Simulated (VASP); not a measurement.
# Ta3N (P-3m1) in VASP: notebook

Runs on Ta3N. Level: PBE. Tasks: single point.

Program: VASP 6.6.1. These are calculated values, not measurements. Logs are shortened: lines on timing, memory, paths and dates and some standing lists are left out, and cuts for length are marked.

## 1. The cell of the first run

It takes space group P-3m1 (No. 164, trigonal). Conventional cell: a = 3.032 Å, b = 3.032 Å, c = 7.524 Å, α = 90.00°, β = 90.00°, γ = 120.00°. Within 4.0 Å of Ta (site symmetry -3m) lie 12 Ta at 3.01 to 3.03 Å and 2 N at 3.76 Å. Ta (site symmetry 3m) has 3 N at 2.19 Å and 12 Ta at 3.01 to 3.15 Å within 3.2 Å. N (site symmetry -3m) has 6 Ta at 2.19 Å within 2.9 Å.

## 2. Single point, PBE

Input file INCAR:

```
SYSTEM = Ta3N
PREC = Accurate ; ENCUT = 520
EDIFF = 1E-6 ; ISMEAR = 0
SIGMA = 0.1 ; LREAL = .FALSE.
LASPH = .TRUE. ; NELM = 100
ALGO = Normal ; ISIF = 2
LWAVE = .FALSE. ; LCHARG = .FALSE.
GGA = PE ; NBANDS = 27
```

Input file KPOINTS:

```
regular mesh
0
G
  1 1 1
  0 0 0
```

Input file POSCAR:

```
Ta3N
1.0
    3.0322239879      0.0000000000      0.0000000000
   -1.5161119940      2.6259830035      0.0000000000
    0.0000000000      0.0000000000      7.5241370000
Ta N
3 1
Direct
    0.0000000000      0.0000000000      0.5000000000
    0.3333333333      0.6666666667      0.1739300000
    0.6666666667      0.3333333333      0.8260700000
    0.0000000000      0.0000000000      0.0000000000
```

Potentials or basis: VASP PAW PBE potentials, release 64 (Ta_pv, N).

Started as:

```
> cat potpaw_PBE.64/Ta_pv/POTCAR potpaw_PBE.64/N/POTCAR > POTCAR
> mpirun -np 1 vasp_gam > vasp.out
```

OUTCAR:

```text
SYSTEM = Ta3N
   PREC = Accurate
   ENCUT = 520
   EDIFF = 1E-6
   ISMEAR = 0
   LREAL = .FALSE.
   LASPH = .TRUE.
   NELM = 100
   ISIF = 2
   GGA = PE

 ion  position               nearest neighbor table
   1  0.000  0.000  0.500-   2 3.01   3 3.01   3 3.01   2 3.01   3 3.01   2 3.01
   2  0.333  0.667  0.174-   4 2.19   4 2.19   4 2.19   1 3.01   1 3.01   1 3.01   3 3.15   3 3.15
                             3 3.15
   3  0.667  0.333  0.826-   4 2.19   4 2.19   4 2.19   1 3.01   1 3.01   1 3.01   2 3.15   2 3.15
                             2 3.15
   4  0.000  0.000  0.000-   2 2.19   3 2.19   3 2.19   2 2.19   3 2.19   2 2.19

  LATTYP: Found a hexagonal cell.
 ALAT       =     3.0322239879
 C/A-ratio  =     2.4813922158

  Lattice vectors:

 A1 = (   3.0322239879,   0.0000000000,   0.0000000000)
 A2 = (  -1.5161119940,   2.6259830035,   0.0000000000)
 A3 = (   0.0000000000,   0.0000000000,   7.5241370000)

Analysis of symmetry for initial positions (statically):
=====================================================================
 Subroutine PRICEL returns:
 Original cell was already a primitive cell.

 Routine SETGRP: Setting up the symmetry group for a
 hexagonal supercell.

 Subroutine GETGRP returns: Found 12 space group operations
 (whereof 12 operations were pure point group operations)
 out of a pool of 24 trial point group operations.

The static configuration has the point symmetry D_3d.

Analysis of symmetry for dynamics (positions and initial velocities):
=====================================================================
 Subroutine PRICEL returns:
 Original cell was already a primitive cell.

 Routine SETGRP: Setting up the symmetry group for a
 hexagonal supercell.

 Subroutine GETGRP returns: Found 12 space group operations
 (whereof 12 operations were pure point group operations)
 out of a pool of 24 trial point group operations.

The dynamic configuration has the point symmetry D_3d.

 Subroutine INISYM returns: Found 12 space group operations
 (whereof 12 operations are pure point group operations),
 and found     1 'primitive' translations

----------------------------------------------------------------------------------------

                                     Primitive cell

  volume of cell :      59.9115

  direct lattice vectors                    reciprocal lattice vectors
     3.032223988  0.000000000  0.000000000     0.329790940  0.190404888  0.000000000
    -1.516111994  2.625983004  0.000000000     0.000000000  0.380809776  0.000000000
     0.000000000  0.000000000  7.524137000     0.000000000  0.000000000  0.132905608

  length of vectors
     3.032223988  3.032223988  7.524137000     0.380809776  0.380809776  0.132905608

  position of ions in fractional coordinates (direct lattice)
     0.000000000  0.000000000  0.500000000
     0.333333333  0.666666667  0.173930000
     0.666666667  0.333333333  0.826070000
     0.000000000  0.000000000  0.000000000

  ion indices of the primitive-cell ions
   primitive index   ion index
                 1           1
                 2           2
                 3           3
                 4           4

----------------------------------------------------------------------------------------

 KPOINTS: regular mesh

Automatic generation of k-mesh.
 Grid dimensions read from file:
 generate k-points for:    1    1    1

 Generating k-lattice:

  Cartesian coordinates                     Fractional coordinates (reciprocal lattice)
     0.329790940  0.190404888  0.000000000     1.000000000  0.000000000  0.000000000
     0.000000000  0.380809776  0.000000000     0.000000000  1.000000000  0.000000000
     0.000000000  0.000000000  0.132905608     0.000000000  0.000000000  1.000000000

  Length of vectors
     0.380809776  0.380809776  0.132905608

  Shift w.r.t. Gamma in fractional coordinates (k-lattice)
     0.000000000  0.000000000  0.000000000

 Subroutine IBZKPT returns following result:
 ===========================================

 Found      1 irreducible k-points:

 Following reciprocal coordinates:
            Coordinates               Weight
  0.000000  0.000000  0.000000      1.000000
   k-points           NKPTS =      1   k-points in BZ     NKDIM =      1   number of bands    NBANDS=     27
   number of dos      NEDOS =    301   number of ions     NIONS =      4
   total plane-waves  NPLWV =  32256
   dimension x,y,z NGX =    24 NGY =   24 NGZ =   56
   dimension x,y,z NGXF=    48 NGYF=   48 NGZF=  112
   ions per type =               3   1
   NGX,Y,Z   is equivalent  to a cutoff of  13.16, 13.16, 12.37 a.u.
   NGXF,Y,Z  is equivalent  to a cutoff of  26.32, 26.32, 24.75 a.u.
 SYSTEM =  Ta3N
   PREC   = accura    normal or accurate (medium, high low for compatibility)
   ISTART =      0    job   : 0-new  1-cont  2-samecut
   ICHARG =      2    charge: 1-file 2-atom 10-const
   ISPIN  =      1    spin polarized calculation?
   LNONCOLLINEAR =      F non collinear calculations
   LSORBIT =      F    spin-orbit coupling
   LASPH  =      T    aspherical Exc in radial PAW
   ENCUT  =  520.0 eV  38.22 Ry    6.18 a.u.   5.64  5.64 13.99*2*pi/ulx,y,z
   NELM   =    100;   NELMIN=  2; NELMDL= -5     # of ELM steps
   EDIFF  = 0.1E-05   stopping-criterion for ELM
   LREAL  =      F    real-space projection
   EDIFFG = 0.1E-04   stopping-criterion for IOM
   NSW    =      0    number of steps for IOM
   IBRION =     -1    ionic relax: 0-MD 1-quasi-New 2-CG
   NFREE  =      0    steps in history (QN), initial steepest desc. (CG)
   ISIF   =      2    stress and relaxation
   ISYM   =      2    0-nonsym 1-usesym 2-fastsym
   POTIM  = 0.5000    time-step for ionic-motion
   TEBEG  =    0.0;   TEEND  =   0.0 temperature during run
   PSTRESS=    0.0 pullay stress
   NELECT =      38.0000    total number of electrons
   NUPDOWN=      -1.0000    fix difference up-down
   EMIN   =  10.00;   EMAX   =-10.00  energy-range for DOS
   EFERMI =   0.00;   METHOD = LEGACY
   ISMEAR =     0;   SIGMA  =   0.10  broadening in eV -4-tet -1-fermi 0-gaus
   EFERMI_NEDOS =   21; number of points for ismear=-14 and -15
   IALGO  =     38    algorithm
   IMIX   =      4    mixing-type and parameters
     AMIX     =   0.40;   BMIX     =  1.00
     AMIX_MAG =   1.60;   BMIX_MAG =  1.00
  volume/ion in A,a.u.               =      14.98       101.08
  Fermi-wavevector in a.u.,A,eV,Ry     =   1.406585  2.658061 26.918884  1.978482
  Thomas-Fermi vector in A             =   2.528931
   LORBIT       =      0    0 simple, 1 ext, 2 COOP (PROOUT), +10 PAW based schemes
   GGA     = PE    functional components
   LHFCALC =     F    Hartree Fock is set to
   AEXX    =    0.0000 exact exchange contribution
   IVDW    =     0    specifies the selected vdW correction
   LEPSILON=     F    determine dielectric tensor
   LRPA    =     F    only Hartree local field effects (RPA)
 non-spin polarized calculation
 Gauss-broadening in eV      SIGMA  =   0.10
  energy-cutoff  :      520.00
  volume of cell :       59.91
 maximum number of plane-waves:       812
 NGX is ok and might be reduce to    24
   NGX = 11   NGY = 11   NGZ = 27

 number of electron      38.0000001 magnetization

 Free energy of the ion-electron system (eV)
  ---------------------------------------------------
  ext. energy  EPLUGINS =         0.00000000
  ---------------------------------------------------
  free energy    TOTEN  =       -40.55118623 eV

  energy without entropy =      -40.39308216  energy(sigma->0) =      -40.47213419

 E-fermi :   6.7491     XC(G=0): -12.5876

 val. band max:        6.6894122771   @ k =   0.0000   0.0000   0.0000
 cond. band min:       6.8087636627   @ k =   0.0000   0.0000   0.0000
 fundamental gap:      0.1193513856
 Fermi energy:         6.7490927847

 k-point     1 :       0.0000    0.0000    0.0000
  band No.  band energies     occupation
      1     -27.8167      2.00000
      2     -27.7069      2.00000
      3     -27.3075      2.00000
      4     -27.3075      2.00000
      5     -27.0334      2.00000
      6     -26.9454      2.00000
      7     -26.9454      2.00000
      8     -26.9063      2.00000
      9     -26.9063      2.00000
     10     -10.1446      2.00000
     11      -1.4044      2.00000
     12      -0.3633      2.00000
     13       1.5771      2.00000
     14       1.5771      2.00000
     15       3.3437      2.00000
     16       5.1390      2.00000
     17       6.4812      1.99985
     18       6.6894      1.60134
     19       6.6894      1.60134
     20       6.8088      0.39874
     21       6.8088      0.39874
     22       7.9442      0.00000
     23       9.0715      0.00000
     24       9.0715      0.00000
     25       9.2753      0.00000
     26       9.2753      0.00000
     27      10.2839      0.00000

------------------------ aborting loop because EDIFF is reached ----------------------------------------

  FORCE on cell =-STRESS in cart. coord.  units (eV):
  Direction    XX          YY          ZZ          XY          YZ          ZX
  --------------------------------------------------------------------------------------
  -------------------------------------------------------------------------------------
  Total       17.9602924     17.9602924     16.2212227     -0.0000000      0.0000000      0.0000000
  in kB      480.3016736    480.3016736    433.7947424     -0.0000000      0.0000000      0.0000000
  external PRESSURE =     464.7993632 kB  Pullay stress =       0.0000000 kB

 VOLUME and BASIS-vectors are now :
 -----------------------------------------------------------------------------
  energy-cutoff  :      520.00
  volume of cell :       59.91
      direct lattice vectors                 reciprocal lattice vectors
     3.032223988  0.000000000  0.000000000     0.329790940  0.190404888  0.000000000
    -1.516111994  2.625983004  0.000000000     0.000000000  0.380809776  0.000000000
     0.000000000  0.000000000  7.524137000     0.000000000  0.000000000  0.132905608

 POSITION                                       TOTAL-FORCE (eV/Angst)
 -----------------------------------------------------------------------------------
      0.00000      0.00000      3.76207         0.000000      0.000000     -0.000000
     -0.00000      1.75066      1.30867        -0.000000     -0.000000     -9.642193
      1.51611      0.87533      6.21546         0.000000     -0.000000      9.642193
      0.00000      0.00000      0.00000         0.000000      0.000000     -0.000000
 -----------------------------------------------------------------------------------
    total drift:                                0.000000     -0.000000      0.000000

  FREE ENERGIE OF THE ION-ELECTRON SYSTEM (eV)
  ---------------------------------------------------
  free  energy   TOTEN  =       -40.5511862284 eV

  energy  without entropy=      -40.3930821606  energy(sigma->0) =      -40.47213419
```

It took 19 s on 1 thread of Intel Xeon 8259CL, shared host; peak memory 0.17 GiB.

What came out:

```
Free energy   : -40.5512 eV
Pressure      : 46.5 GPa
Largest force : 9.642 eV/Å
```

Forces on the atoms (eV/Å):
```
Ta   0.000  0.000  0.000
Ta   0.000  0.000 -9.642
Ta   0.000  0.000  9.642
N    0.000  0.000  0.000
```

Levels at points of the mesh, in eV from the Fermi level:
```tsv
k point	band 16	band 17	band 18	band 19	band 20	band 21	band 22	band 23
(0.00, 0.00, 0.00)	-1.61	-0.27	-0.06	-0.06	0.06	0.06	1.20	2.32
```

Caveat: the k points lie up to 2.39 Å⁻¹ apart; spin-orbit coupling is left out, which moves the levels of the heavy elements; forces of over 1 eV/Å act on the atoms, so gaps and moduli don't describe the material at rest.

[end of part 1 of 2]
